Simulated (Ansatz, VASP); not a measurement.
# Two plane-wave programs on KCl

```
K Cl
1.0
     0.00000    3.17763    3.17763
     3.17763    0.00000    3.17763
     3.17763    3.17763    0.00000
K Cl
1 1
Direct
  0.00000 0.00000 0.00000
  0.50000 0.50000 0.50000
```

Alike in both runs: task single point; functional r2SCAN; k mesh 6 × 6 × 6; occupations gaussian, width 0.02 eV; no spin polarisation.

|  | VASP | Ansatz |
| --- | --- | --- |
| version | VASP 6.6.1 | Ansatz 0.2.0 |
| potentials or method | VASP PAW PBE potentials, release 64 (K_sv, Cl), cutoff 520 eV | scalar-relativistic, plane waves, PAW |
| valence electrons in the cell | 16 | 16 |

|  | VASP | Ansatz | Ansatz less VASP |
| --- | --- | --- | --- |
| gap on the k mesh at the Fermi level (eV) | 5.73 | 5.72 | -0.004 |
| least direct gap on the mesh (eV) | 5.73 | 5.72 | -0.004 |
| pressure (GPa) | -0.6 | -0.5 | +0.03 |

VASP's potentials were made for PBE, not for r2SCAN.
